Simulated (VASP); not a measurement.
# BN (P4_2/mnm) in VASP: notebook

The runs below take BN through single point, with PBEsol.

Program: VASP 6.6.1. These are calculated values, not measurements. Logs are shortened: lines on timing, memory, paths and dates and some standing lists are left out, and cuts for length are marked.

## (1) The cell of the first run

It takes space group P4_2/mnm (No. 136, tetragonal). Conventional cell: a = 4.530 Å, b = 4.530 Å, c = 2.386 Å, α = 90.00°, β = 90.00°, γ = 90.00°. B (site symmetry m2m) has 4 N at 1.49 to 1.64 Å within 2.0 Å. Within 2.0 Å of N (site symmetry m2m) lie 4 B at 1.49 to 1.64 Å.

## (2) Single point, PBEsol

The input, INCAR:

```
PREC = Accurate
ENCUT = 520
EDIFF = 1E-6
ISMEAR = 0
SIGMA = 0.05
LREAL = F
LASPH = T
NELM = 100
ALGO = Normal
ISIF = 2
LWAVE = F
LCHARG = F
GGA = PS
NBANDS = 26
```

The input, KPOINTS:

```
regular mesh
0
Gamma
  6 6 10
```

The input, POSCAR:

```
BN
1.0
    4.5302000000      0.0000000000      0.0000000000
    0.0000000000      4.5302000000      0.0000000000
    0.0000000000      0.0000000000      2.3858000000
B N
4 4
Direct
    0.1741337327      0.8258662673      0.5000000000
    0.3258662673      0.3258662673      0.0000000000
    0.6741337327      0.6741337327      0.0000000000
    0.8258662673      0.1741337327      0.5000000000
    0.8123909516      0.8123909516      0.5000000000
    0.3123909516      0.6876090484      0.0000000000
    0.6876090484      0.3123909516      0.0000000000
    0.1876090484      0.1876090484      0.5000000000
```

Potentials or basis: VASP PAW PBE potentials, release 64 (B, N).

The run is started by

```
> cat potpaw_PBE.64/B/POTCAR potpaw_PBE.64/N/POTCAR > POTCAR
> mpirun -np 1 vasp_std > vasp.out
```

OUTCAR:

```text
PREC = Accurate
   ENCUT = 520
   EDIFF = 1E-6
   ISMEAR = 0
   LREAL = F
   LASPH = T
   NELM = 100
   ISIF = 2
   GGA = PS

 ion  position               nearest neighbor table
   1  0.174  0.826  0.500-   6 1.49   6 1.49   8 1.64   5 1.64
   2  0.326  0.326  0.000-   8 1.49   8 1.49   6 1.64   7 1.64
   3  0.674  0.674  0.000-   5 1.49   5 1.49   7 1.64   6 1.64
   4  0.826  0.174  0.500-   7 1.49   7 1.49   8 1.64   5 1.64
   5  0.812  0.812  0.500-   3 1.49   3 1.49   4 1.64   1 1.64
   6  0.312  0.688  0.000-   1 1.49   1 1.49   3 1.64   2 1.64
   7  0.688  0.312  0.000-   4 1.49   4 1.49   2 1.64   3 1.64
   8  0.188  0.188  0.500-   2 1.49   2 1.49   4 1.64   1 1.64

  LATTYP: Found a simple tetragonal cell.
 ALAT       =     4.5302000000
 C/A-ratio  =     0.5266434153

  Lattice vectors:

 A1 = (   4.5302000000,   0.0000000000,   0.0000000000)
 A2 = (   0.0000000000,   4.5302000000,   0.0000000000)
 A3 = (   0.0000000000,   0.0000000000,   2.3858000000)

Analysis of symmetry for initial positions (statically):
=====================================================================
 Subroutine PRICEL returns:
 Original cell was already a primitive cell.

 Routine SETGRP: Setting up the symmetry group for a
 simple tetragonal supercell.

 Subroutine GETGRP returns: Found 16 space group operations
 (whereof  8 operations were pure point group operations)
 out of a pool of 16 trial point group operations.

The static configuration has the point symmetry D_2h.
 The point group associated with its full space group is D_4h.

Analysis of symmetry for dynamics (positions and initial velocities):
=====================================================================
 Subroutine PRICEL returns:
 Original cell was already a primitive cell.

 Routine SETGRP: Setting up the symmetry group for a
 simple tetragonal supercell.

 Subroutine GETGRP returns: Found 16 space group operations
 (whereof  8 operations were pure point group operations)
 out of a pool of 16 trial point group operations.

The dynamic configuration has the point symmetry D_2h.
 The point group associated with its full space group is D_4h.

 Subroutine INISYM returns: Found 16 space group operations
 (whereof  8 operations are pure point group operations),
 and found     1 'primitive' translations

----------------------------------------------------------------------------------------

                                     Primitive cell

  volume of cell :      48.9631

  direct lattice vectors                    reciprocal lattice vectors
     4.530200000  0.000000000  0.000000000     0.220740806  0.000000000  0.000000000
     0.000000000  4.530200000  0.000000000     0.000000000  0.220740806  0.000000000
     0.000000000  0.000000000  2.385800000     0.000000000  0.000000000  0.419146617

  length of vectors
     4.530200000  4.530200000  2.385800000     0.220740806  0.220740806  0.419146617

  position of ions in fractional coordinates (direct lattice)
     0.174133733  0.825866267  0.500000000
     0.325866267  0.325866267  0.000000000
     0.674133733  0.674133733  0.000000000
     0.825866267  0.174133733  0.500000000
     0.812390952  0.812390952  0.500000000
     0.312390952  0.687609048  0.000000000
     0.687609048  0.312390952  0.000000000
     0.187609048  0.187609048  0.500000000

  ion indices of the primitive-cell ions
   primitive index   ion index
                 1           1
                 2           2
                 3           3
                 4           4
                 5           5
                 6           6
                 7           7
                 8           8

----------------------------------------------------------------------------------------

 KPOINTS: regular mesh

Automatic generation of k-mesh.
 Grid dimensions read from file:
 generate k-points for:    6    6   10

 Generating k-lattice:

  Cartesian coordinates                     Fractional coordinates (reciprocal lattice)
     0.036790134  0.000000000  0.000000000     0.166666667  0.000000000  0.000000000
     0.000000000  0.036790134  0.000000000     0.000000000  0.166666667  0.000000000
     0.000000000  0.000000000  0.041914662     0.000000000  0.000000000  0.100000000

  Length of vectors
     0.036790134  0.036790134  0.041914662

  Shift w.r.t. Gamma in fractional coordinates (k-lattice)
     0.000000000  0.000000000  0.000000000

 Subroutine IBZKPT returns following result:
 ===========================================

 Found     60 irreducible k-points:

 Following reciprocal coordinates:
            Coordinates               Weight
  0.000000  0.000000  0.000000      1.000000
  0.166667  0.000000  0.000000      4.000000
  0.333333  0.000000  0.000000      4.000000
  0.500000  0.000000  0.000000      2.000000
  0.166667  0.166667  0.000000      4.000000
  0.333333  0.166667  0.000000      8.000000
[... 16 lines left out ...]
  0.333333  0.000000  0.200000      8.000000
  0.500000  0.000000  0.200000      4.000000
 [... further k-points ...]
   k-points           NKPTS =     60   k-points in BZ     NKDIM =     60   number of bands    NBANDS=     26
   number of dos      NEDOS =    301   number of ions     NIONS =      8
   total plane-waves  NPLWV =  23328
   dimension x,y,z NGX =    36 NGY =   36 NGZ =   18
   dimension x,y,z NGXF=    72 NGYF=   72 NGZF=   36
   ions per type =               4   4
   NGX,Y,Z   is equivalent  to a cutoff of  13.21, 13.21, 12.54 a.u.
   NGXF,Y,Z  is equivalent  to a cutoff of  26.42, 26.42, 25.09 a.u.
 SYSTEM =  unknown system
   PREC   = accura    normal or accurate (medium, high low for compatibility)
   ISTART =      0    job   : 0-new  1-cont  2-samecut
   ICHARG =      2    charge: 1-file 2-atom 10-const
   ISPIN  =      1    spin polarized calculation?
   LNONCOLLINEAR =      F non collinear calculations
   LSORBIT =      F    spin-orbit coupling
   LASPH  =      T    aspherical Exc in radial PAW
   ENCUT  =  520.0 eV  38.22 Ry    6.18 a.u.   8.42  8.42  4.44*2*pi/ulx,y,z
   NELM   =    100;   NELMIN=  2; NELMDL= -5     # of ELM steps
   EDIFF  = 0.1E-05   stopping-criterion for ELM
   LREAL  =      F    real-space projection
   EDIFFG = 0.1E-04   stopping-criterion for IOM
   NSW    =      0    number of steps for IOM
   IBRION =     -1    ionic relax: 0-MD 1-quasi-New 2-CG
   NFREE  =      0    steps in history (QN), initial steepest desc. (CG)
   ISIF   =      2    stress and relaxation
   ISYM   =      2    0-nonsym 1-usesym 2-fastsym
   POTIM  = 0.5000    time-step for ionic-motion
   TEBEG  =    0.0;   TEEND  =   0.0 temperature during run
   PSTRESS=    0.0 pullay stress
   NELECT =      32.0000    total number of electrons
   NUPDOWN=      -1.0000    fix difference up-down
   EMIN   =  10.00;   EMAX   =-10.00  energy-range for DOS
   EFERMI =   0.00;   METHOD = LEGACY
   ISMEAR =     0;   SIGMA  =   0.05  broadening in eV -4-tet -1-fermi 0-gaus
   EFERMI_NEDOS =   21; number of points for ismear=-14 and -15
   IALGO  =     38    algorithm
   IMIX   =      4    mixing-type and parameters
     AMIX     =   0.40;   BMIX     =  1.00
     AMIX_MAG =   1.60;   BMIX_MAG =  1.00
  volume/ion in A,a.u.               =       6.12        41.30
  Fermi-wavevector in a.u.,A,eV,Ry     =   1.420698  2.684731 27.461781  2.018384
  Thomas-Fermi vector in A             =   2.541586
   LORBIT       =      0    0 simple, 1 ext, 2 COOP (PROOUT), +10 PAW based schemes
   GGA     = PS    functional components
   LHFCALC =     F    Hartree Fock is set to
   AEXX    =    0.0000 exact exchange contribution
   IVDW    =     0    specifies the selected vdW correction
   LEPSILON=     F    determine dielectric tensor
   LRPA    =     F    only Hartree local field effects (RPA)
 non-spin polarized calculation
 Gauss-broadening in eV      SIGMA  =   0.05
  energy-cutoff  :      520.00
  volume of cell :       48.96
 maximum number of plane-waves:      1352
 NGX is ok and might be reduce to    36
   NGX = 17   NGY = 17   NGZ =  9

 number of electron      31.9999986 magnetization

 Free energy of the ion-electron system (eV)
  ---------------------------------------------------
  ext. energy  EPLUGINS =         0.00000000
  ---------------------------------------------------
  free energy    TOTEN  =       -71.70723492 eV

  energy without entropy =      -71.70723492  energy(sigma->0) =      -71.70723492

 E-fermi :   7.2030     XC(G=0): -12.7259

 val. band max:        6.9951892577   @ k =   0.0000   0.0000   0.0000
 cond. band min:      11.3939326265   @ k =   0.0000   0.0000   0.3000
 fundamental gap:      4.3987433688
 Fermi energy:         7.2029508011

 k-point     1 :       0.0000    0.0000    0.0000
  band No.  band energies     occupation
      1     -13.2622      2.00000
      2      -9.6437      2.00000
      3      -9.6437      2.00000
      4      -8.9778      2.00000
      5      -3.7478      2.00000
      6      -2.4601      2.00000
[... 18 lines left out ...]
     25      19.3048      0.00000
     26      20.8562      0.00000

 k-point     2 :       0.1667    0.0000    0.0000
  band No.  band energies     occupation
      1     -13.1259      2.00000
      2     -10.2838      2.00000
      3      -9.5509      2.00000
      4      -8.6805      2.00000
      5      -3.7910      2.00000
      6      -2.0755      2.00000
[... 18 lines left out ...]
     25      19.2907      0.00000
     26      20.4364      0.00000

 k-point     3 :       0.3333    0.0000    0.0000
  band No.  band energies     occupation
      1     -12.7229      2.00000
      2     -11.2251      2.00000
      3      -9.2920      2.00000
      4      -8.6511      2.00000
      5      -3.6813      2.00000
      6      -2.3518      2.00000
[... 18 lines left out ...]
     25      19.5312      0.00000
     26      19.6051      0.00000

 k-point     4 :       0.5000    0.0000    0.0000
  band No.  band energies     occupation
      1     -12.0738      2.00000
      2     -12.0738      2.00000
      3      -8.9382      2.00000
      4      -8.9382      2.00000
      5      -3.1839      2.00000
      6      -3.1839      2.00000
[... 18 lines left out ...]
     25      19.3945      0.00000
     26      19.3945      0.00000

 k-point     5 :       0.1667    0.1667    0.0000
  band No.  band energies     occupation
      1     -12.9912      2.00000
      2     -10.4072      2.00000
      3      -9.8415      2.00000
      4      -8.5977      2.00000
      5      -3.6922      2.00000
      6      -1.8071      2.00000
[... 18 lines left out ...]
     25      19.0059      0.00000
     26      20.1489      0.00000

 k-point     6 :       0.3333    0.1667    0.0000
  band No.  band energies     occupation
      1     -12.5936      2.00000
      2     -11.1480      2.00000
      3      -9.6864      2.00000
      4      -8.8106      2.00000
      5      -3.3294      2.00000
      6      -1.8424      2.00000
[... 427 lines left out ...]
 k-point    21 :       0.0000    0.0000    0.2000
  band No.  band energies     occupation
      1     -12.5295      2.00000
      2      -9.0445      2.00000
      3      -9.0445      2.00000
      4      -8.4734      2.00000
      5      -3.3768      2.00000
      6      -1.5999      2.00000
[... 18 lines left out ...]
     25      19.9119      0.00000
     26      20.6982      0.00000

 k-point    22 :       0.1667    0.0000    0.2000
  band No.  band energies     occupation
      1     -12.3964      2.00000
      2      -9.6562      2.00000
      3      -8.9594      2.00000
      4      -8.1925      2.00000
      5      -3.3248      2.00000
      6      -1.2588      2.00000
[... 18 lines left out ...]
     25      20.0309      0.00000
     26      20.1481      0.00000

 k-point    23 :       0.3333    0.0000    0.2000
  band No.  band energies     occupation
      1     -12.0039      2.00000
      2     -10.5551      2.00000
      3      -8.7237      2.00000
      4      -8.1579      2.00000
      5      -3.1021      2.00000
      6      -1.7824      2.00000
[... 18 lines left out ...]
     25      20.0873      0.00000
     26      20.3930      0.00000

 k-point    24 :       0.5000    0.0000    0.2000
  band No.  band energies     occupation
      1     -11.3737      2.00000
      2     -11.3737      2.00000
      3      -8.4073      2.00000
      4      -8.4073      2.00000
      5      -2.5850      2.00000
      6      -2.5850      2.00000
[... 18 lines left out ...]
     25      20.2407      0.00000
     26      20.2407      0.00000

 [... further k-points ...]

------------------------ aborting loop because EDIFF is reached ----------------------------------------

  FORCE on cell =-STRESS in cart. coord.  units (eV):
  Direction    XX          YY          ZZ          XY          YZ          ZX
  --------------------------------------------------------------------------------------
  -------------------------------------------------------------------------------------
  Total       -6.2961714     -6.2961714     19.5529217     -0.0000000      0.0000000      0.0000000
  in kB     -206.0242482   -206.0242482    639.8135856     -0.0000000      0.0000000      0.0000000
  external PRESSURE =      75.9216964 kB  Pullay stress =       0.0000000 kB

 VOLUME and BASIS-vectors are now :
 -----------------------------------------------------------------------------
  energy-cutoff  :      520.00
  volume of cell :       48.96
      direct lattice vectors                 reciprocal lattice vectors
     4.530200000  0.000000000  0.000000000     0.220740806  0.000000000  0.000000000
     0.000000000  4.530200000  0.000000000     0.000000000  0.220740806  0.000000000
     0.000000000  0.000000000  2.385800000     0.000000000  0.000000000  0.419146617

 POSITION                                       TOTAL-FORCE (eV/Angst)
 -----------------------------------------------------------------------------------
      0.78886      3.74134      1.19290        -0.215994      0.215994     -0.000000
      1.47624      1.47624      0.00000         0.215994      0.215994     -0.000000
      3.05396      3.05396      0.00000        -0.215994     -0.215994     -0.000000
      3.74134      0.78886      1.19290         0.215994     -0.215994     -0.000000
      3.68029      3.68029      1.19290         0.591175      0.591175      0.000000
      1.41519      3.11501      0.00000         0.591175     -0.591175     -0.000000
      3.11501      1.41519      0.00000        -0.591175      0.591175     -0.000000
      0.84991      0.84991      1.19290        -0.591175     -0.591175     -0.000000
 -----------------------------------------------------------------------------------
    total drift:                                0.000000      0.000000      0.000000

  FREE ENERGIE OF THE ION-ELECTRON SYSTEM (eV)
  ---------------------------------------------------
  free  energy   TOTEN  =       -71.7072349168 eV

  energy  without entropy=      -71.7072349168  energy(sigma->0) =      -71.70723492
```

Run time: 36 s. Hardware: 1 thread of AMD EPYC 9R45 (Zen 5), shared host; peak memory 0.16 GiB.

Results:

```yaml
Free_energy: -71.7072 eV
Pressure: 7.6 GPa
Largest_force: 0.836 eV/Å
Band_gap_on_the_k_mesh: 4.40 eV (least direct gap 5.70 eV)
```

Forces on the atoms (eV/Å):
```
B   -0.216  0.216  0.000
B    0.216  0.216  0.000
B   -0.216 -0.216  0.000
B    0.216 -0.216  0.000
N    0.591  0.591  0.000
N    0.591 -0.591  0.000
N   -0.591  0.591  0.000
N   -0.591 -0.591  0.000
```

Levels at points of the mesh, in eV from the valence-band top:
```tsv
k point	band 12	band 13	band 14	band 15	band 16	band 17	band 18	band 19	band 20	band 21
(0.00, 0.00, 0.00)	-1.57	-0.37	-0.37	-0.03	0.00	7.02	7.02	7.88	8.13	8.85
(0.50, 0.00, 0.00)	-2.78	-1.48	-1.48	-0.84	-0.84	7.06	7.06	8.43	8.43	10.08
(0.50, 0.50, 0.00)	-3.48	-2.15	-2.15	-1.68	-1.68	6.91	6.91	9.51	9.51	10.54
(0.00, 0.00, 0.50)	-4.55	-4.49	-4.49	-3.28	-3.28	6.17	6.17	9.68	9.68	10.80
(0.50, 0.00, 0.50)	-4.58	-3.40	-3.40	-2.60	-2.60	6.50	6.50	8.35	8.35	8.62
(0.50, 0.50, 0.50)	-3.92	-2.79	-2.79	-2.68	-2.68	5.97	5.97	6.38	6.38	7.88
```

Caveat: the stress differs along the axes, from -21 to 64 GPa; the PAW data sets were made with another functional, which shifts forces and pressure a little.

[end of part 1 of 2]
